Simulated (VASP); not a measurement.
# Al3GaAs4 (P-43m) in VASP: notebook

Runs on Al3GaAs4. Level: PBE. Tasks: relaxation of cell and atoms.

All numbers are computed with VASP 6.6.1; they aren't measurements. Logs are shortened: lines on timing, memory, paths and dates and some standing lists are left out, and cuts for length are marked.

## Step 1: The cell of the first run

It takes space group P-43m (No. 215, cubic). Conventional cell: a = 5.733 Å, b = 5.733 Å, c = 5.733 Å, α = 90.00°, β = 90.00°, γ = 90.00°. Al (site symmetry -42m) has 4 As at 2.48 Å within 3.3 Å. Ga (site symmetry -43m) has 4 As at 2.49 Å within 3.3 Å. Within 3.3 Å of As (site symmetry 3m) lie 3 Al at 2.48 Å and 1 Ga at 2.49 Å.

The cell was built from a structure type or drawn by symmetry, and may not be a known phase.

## Step 2: Relaxation of cell and atoms, PBE

Contents of INCAR:

```
SYSTEM = Al3GaAs4
PREC     = Accurate       ! precision mode
ENCUT    = 600            ! plane-wave cutoff, eV
EDIFF    = 1E-7           ! SCF threshold, eV
ISMEAR   = 0              ! smearing method
SIGMA    = 0.02           ! smearing width, eV
LREAL    = .FALSE.        ! projectors in reciprocal space
LASPH    = .TRUE.         ! aspherical terms in the spheres
NELM     = 100            ! most SCF steps
ALGO     = Normal         ! electronic algorithm
ISIF     = 3              ! what is computed and relaxed
LWAVE    = .FALSE.        ! write WAVECAR
LCHARG   = .FALSE.        ! write CHGCAR
GGA      = PE             ! functional
IBRION   = 2              ! ionic algorithm
NSW      = 100            ! ionic steps
EDIFFG   = -0.01          ! ionic threshold
```

Contents of KPOINTS:

```
regular mesh
0
G
  6 6 6
  0 0 0
```

Contents of POSCAR:

```
Al3GaAs4
1.0
    5.7327688000      0.0000000000      0.0000000000
    0.0000000000      5.7327688000      0.0000000000
    0.0000000000      0.0000000000      5.7327688000
Al Ga As
3 1 4
Direct
    0.0000000000      0.5000000000      0.5000000000
    0.5000000000      0.5000000000      0.0000000000
    0.5000000000      0.0000000000      0.5000000000
    0.0000000000      0.0000000000      0.0000000000
    0.7491210000      0.7491210000      0.2508790000
    0.7491210000      0.2508790000      0.7491210000
    0.2508790000      0.7491210000      0.7491210000
    0.2508790000      0.2508790000      0.2508790000
```

Potentials or basis: VASP PAW PBE potentials, release 64 (Al, Ga_d, As).

Launch:

```sh
> cat potpaw_PBE.64/Al/POTCAR potpaw_PBE.64/Ga_d/POTCAR potpaw_PBE.64/As/POTCAR > POTCAR
> mpirun -np 1 vasp_std > vasp.out
```

OUTCAR:

```text
SYSTEM = Al3GaAs4
   PREC = Accurate
   ENCUT = 600
   EDIFF = 1E-7
   ISMEAR = 0
   LREAL = .FALSE.
   LASPH = .TRUE.
   NELM = 100
   ISIF = 3
   GGA = PE
   IBRION = 2
   NSW = 100
   EDIFFG = -0.01

 ion  position               nearest neighbor table
   1  0.000  0.500  0.500-   5 2.48   6 2.48   7 2.48   8 2.48
   2  0.500  0.500  0.000-   5 2.48   6 2.48   7 2.48   8 2.48
   3  0.500  0.000  0.500-   5 2.48   6 2.48   7 2.48   8 2.48
   4  0.000  0.000  0.000-   5 2.49   6 2.49   7 2.49   8 2.49
   5  0.749  0.749  0.251-   1 2.48   2 2.48   3 2.48   4 2.49
   6  0.749  0.251  0.749-   1 2.48   2 2.48   3 2.48   4 2.49
   7  0.251  0.749  0.749-   1 2.48   2 2.48   3 2.48   4 2.49
   8  0.251  0.251  0.251-   1 2.48   2 2.48   3 2.48   4 2.49

  LATTYP: Found a simple cubic cell.
 ALAT       =     5.7327688000

  Lattice vectors:

 A1 = (   5.7327688000,   0.0000000000,   0.0000000000)
 A2 = (   0.0000000000,   5.7327688000,   0.0000000000)
 A3 = (   0.0000000000,   0.0000000000,   5.7327688000)

Analysis of symmetry for initial positions (statically):
=====================================================================
 Subroutine PRICEL returns:
 Original cell was already a primitive cell.

 Routine SETGRP: Setting up the symmetry group for a
 simple cubic supercell.

 Subroutine GETGRP returns: Found 24 space group operations
 (whereof 24 operations were pure point group operations)
 out of a pool of 48 trial point group operations.

The static configuration has the point symmetry T_d .

Analysis of symmetry for dynamics (positions and initial velocities):
=====================================================================
 Subroutine PRICEL returns:
 Original cell was already a primitive cell.

 Routine SETGRP: Setting up the symmetry group for a
 simple cubic supercell.

 Subroutine GETGRP returns: Found 24 space group operations
 (whereof 24 operations were pure point group operations)
[... 173 lines left out ...]
  energy-cutoff  :      600.00
  volume of cell :      188.41
      direct lattice vectors                 reciprocal lattice vectors
     5.732768800  0.000000000  0.000000000     0.174435780  0.000000000  0.000000000
     0.000000000  5.732768800  0.000000000     0.000000000  0.174435780  0.000000000
     0.000000000  0.000000000  5.732768800     0.000000000  0.000000000  0.174435780

 POSITION                                       TOTAL-FORCE (eV/Angst)
 -----------------------------------------------------------------------------------
      0.00000      2.86638      2.86638         0.000000     -0.000000      0.000000
      2.86638      2.86638      0.00000         0.000000      0.000000      0.000000
      2.86638      0.00000      2.86638         0.000000     -0.000000      0.000000
      0.00000      0.00000      0.00000         0.000000     -0.000000      0.000000
      4.29454      4.29454      1.43823        -0.002436     -0.002436      0.002436
      4.29454      1.43823      4.29454        -0.002436      0.002436     -0.002436
      1.43823      4.29454      4.29454         0.002436     -0.002436     -0.002436
      1.43823      1.43823      1.43823         0.002436      0.002436      0.002436
 -----------------------------------------------------------------------------------
    total drift:                                0.000000      0.000000     -0.000000

  FREE ENERGIE OF THE ION-ELECTRON SYSTEM (eV)
  ---------------------------------------------------
  free  energy   TOTEN  =       -36.4233494444 eV

  energy  without entropy=      -36.4233494444  energy(sigma->0) =      -36.42334944

--------------------------------------- Ionic step        2  -------------------------------------------

 number of electron      42.0000019 magnetization

 Free energy of the ion-electron system (eV)
  ---------------------------------------------------
  ext. energy  EPLUGINS =         0.00000000
  ---------------------------------------------------
  free energy    TOTEN  =       -36.42354592 eV

  energy without entropy =      -36.42354592  energy(sigma->0) =      -36.42354592

 E-fermi :   3.6531     XC(G=0):  -9.0083

 val. band max:        3.5213623400   @ k =   0.0000   0.0000   0.0000
 cond. band min:       4.5398704510   @ k =   0.5000   0.5000   0.5000
 fundamental gap:      1.0185081110
 Fermi energy:         3.6531201568

 k-point     1 :       0.0000    0.0000    0.0000
  band No.  band energies     occupation
      1     -10.9299      2.00000
      2     -10.9299      2.00000
      3     -10.9299      2.00000
      4     -10.8644      2.00000
      5     -10.8644      2.00000
      6      -8.2988      2.00000
[... 569 lines left out ...]
     25       5.4886      0.00000
     26       8.0832      0.00000

------------------------ aborting loop because EDIFF is reached ----------------------------------------

  FORCE on cell =-STRESS in cart. coord.  units (eV):
  Direction    XX          YY          ZZ          XY          YZ          ZX
  --------------------------------------------------------------------------------------
  -------------------------------------------------------------------------------------
  Total       -0.0777644     -0.0777644     -0.0777644     -0.0000000      0.0000000      0.0000000
  in kB       -0.6589687     -0.6589687     -0.6589687     -0.0000000      0.0000000      0.0000000
  external PRESSURE =      -0.6589687 kB  Pullay stress =       0.0000000 kB

 VOLUME and BASIS-vectors are now :
 -----------------------------------------------------------------------------
  energy-cutoff  :      600.00
  volume of cell :      189.07
      direct lattice vectors                 reciprocal lattice vectors
     5.739519615  0.000000000 -0.000000000     0.174230609 -0.000000000  0.000000000
     0.000000000  5.739519615  0.000000000    -0.000000000  0.174230609 -0.000000000
    -0.000000000  0.000000000  5.739519615     0.000000000 -0.000000000  0.174230609

 POSITION                                       TOTAL-FORCE (eV/Angst)
 -----------------------------------------------------------------------------------
     -0.00000      2.86976      2.86976        -0.000000      0.000000      0.000000
      2.86976      2.86976      0.00000        -0.000000     -0.000000      0.000000
      2.86976      5.73952      2.86976        -0.000000      0.000000      0.000000
      0.00000      5.73952      0.00000        -0.000000      0.000000      0.000000
      4.29948      4.29948      1.44004        -0.001710     -0.001710      0.001710
      4.29948      1.44004      4.29948        -0.001710      0.001710     -0.001710
      1.44004      4.29948      4.29948         0.001710     -0.001710     -0.001710
      1.44004      1.44004      1.44004         0.001710      0.001710      0.001710
 -----------------------------------------------------------------------------------
    total drift:                                0.000000      0.000000      0.000000

  FREE ENERGIE OF THE ION-ELECTRON SYSTEM (eV)
  ---------------------------------------------------
  free  energy   TOTEN  =       -36.4235459249 eV

  energy  without entropy=      -36.4235459249  energy(sigma->0) =      -36.42354592

 reached required accuracy - stopping structural energy minimisation
```

Wall time 2.2 min (1 thread of Intel Xeon 6975P-C (Granite Rapids), shared host); peak memory 0.41 GiB.

Results:

```
Free energy                           : -36.4235 eV
Relaxed volume                        : 23.63 Å³/atom
Relaxed cell                          : a = 5.740 Å, b = 5.740 Å, c = 5.740 Å, α = 90.00°, β = 90.00°, γ = 90.00°
Space group after relaxing (to 0.1 Å) : P-43m (No. 215)
Energy gained by relaxing             : 0.0 meV/atom
Ionic steps                           : 2
Pressure after relaxing               : -0.1 GPa
Band gap on the k mesh                : 1.02 eV (least direct gap 1.15 eV)
```

Forces on the atoms (eV/Å):
```
Al   0.000  0.000  0.000
Al   0.000  0.000  0.000
Al   0.000  0.000  0.000
Ga   0.000  0.000  0.000
As  -0.002 -0.002  0.002
As  -0.002  0.002 -0.002
As   0.002 -0.002 -0.002
As   0.002  0.002  0.002
```

Step by step:
```tsv
step	energy change (eV)	largest force (eV/Å)	pressure (GPa)	volume (Å³)
1	0.0000	0.0042	0.17	188.41
2	-0.0002	0.0030	-0.07	189.07
```

Final structure:
```
Al Ga As
1.0
     5.73952    0.00000    0.00000
     0.00000    5.73952    0.00000
     0.00000    0.00000    5.73952
Al Ga As
3 1 4
Direct
  0.00000 0.50000 0.50000
  0.50000 0.50000 0.00000
  0.50000 0.00000 0.50000
  0.00000 0.00000 0.00000
  0.74910 0.74910 0.25090
  0.74910 0.25090 0.74910
  0.25090 0.74910 0.74910
  0.25090 0.25090 0.25090
```

## Step 3: Relaxation of cell and atoms, PBE

Contents of INCAR:

```
ALGO = Normal
EDIFF = 1E-6
EDIFFG = -0.001
ENCUT = 600
GGA = PE
IBRION = 2
ISIF = 3
ISMEAR = 0
LASPH = T
LCHARG = F
LREAL = F
LWAVE = F
NELM = 80
NSW = 80
PREC = Accurate
SIGMA = 0.01
```

Contents of KPOINTS:

```
k-points
0
Gamma
  6 6 6
```

POSCAR is that of step 2.

Potentials or basis: VASP PAW PBE potentials, release 64 (Al, Ga_d, As).

Launch:

```sh
> cat potpaw_PBE.64/Al/POTCAR potpaw_PBE.64/Ga_d/POTCAR potpaw_PBE.64/As/POTCAR > POTCAR
> mpirun -np 1 vasp_std > vasp.out
```

It took 5.1 min on 1 thread of Intel Xeon 6975P-C (Granite Rapids), shared host; peak memory 0.42 GiB.

Results (log left out):

```yaml
Free_energy: -36.4236 eV
Relaxed_volume: 23.61 Å³/atom
Relaxed_cell: a = 5.738 Å, b = 5.738 Å, c = 5.738 Å, α = 90.00°, β = 90.00°, γ = 90.00°
Space_group_after_relaxing_to_0.1_Å: P-43m (No. 215)
Energy_gained_by_relaxing: 0.0 meV/atom
Ionic_steps: 13
Pressure_after_relaxing: 0.0 GPa
Band_gap_on_the_k_mesh: 1.02 eV (least direct gap 1.15 eV)
```

Step by step:
```
step  energy change (eV)  largest force (eV/Å)  pressure (GPa)  volume (Å³)
   1              0.0000                0.0042            0.17       188.41
   2             -0.0002                0.0030           -0.05       189.07
   3             -0.0002                0.0033            0.01       188.88
   4             -0.0002                0.0033           -0.02       188.92
   5             -0.0002                0.0032            0.01       188.90
   6             -0.0002                0.0032            0.00       188.91
   7             -0.0002                0.0016           -0.01       188.91
   8             -0.0002                0.0003           -0.01       188.91
   9             -0.0002                0.0009           -0.01       188.90
  10             -0.0002                0.0032            0.03       188.86
  11             -0.0002                0.0014            0.00       188.89
  12             -0.0002                0.0013            0.00       188.89
  13             -0.0002                0.0007            0.00       188.89
```

Final structure:
```yaml
crystal:
  lattice:
    - [5.73767, 0.00000, 0.00000]
    - [0.00000, 5.73767, 0.00000]
    - [0.00000, 0.00000, 5.73767]
  atoms:
    - { symbol: Al, position: [0.00000, 0.50000, 0.50000] }
    - { symbol: Al, position: [0.50000, 0.50000, 0.00000] }
    - { symbol: Al, position: [0.50000, 0.00000, 0.50000] }
    - { symbol: Ga, position: [0.00000, 0.00000, 0.00000] }
    - { symbol: As, position: [0.74907, 0.74907, 0.25093] }
    - { symbol: As, position: [0.74907, 0.25093, 0.74907] }
    - { symbol: As, position: [0.25093, 0.74907, 0.74907] }
    - { symbol: As, position: [0.25093, 0.25093, 0.25093] }
```

Levels at points of the mesh, in eV from the valence-band top:
| k point | band 19 | band 20 | band 21 | band 22 | band 23 | band 24 |
| --- | --- | --- | --- | --- | --- | --- |
| (0.00, 0.00, 0.00) | 0.00 | 0.00 | 0.00 | 1.15 | 1.54 | 1.54 |
| (0.50, 0.00, 0.00) | -1.39 | -1.30 | -1.30 | 2.30 | 2.54 | 3.44 |
| (0.50, 0.50, 0.00) | -0.90 | -0.90 | -0.90 | 2.80 | 3.23 | 3.23 |
| (0.50, 0.50, 0.50) | -0.79 | -0.79 | -0.79 | 1.02 | 1.97 | 1.97 |
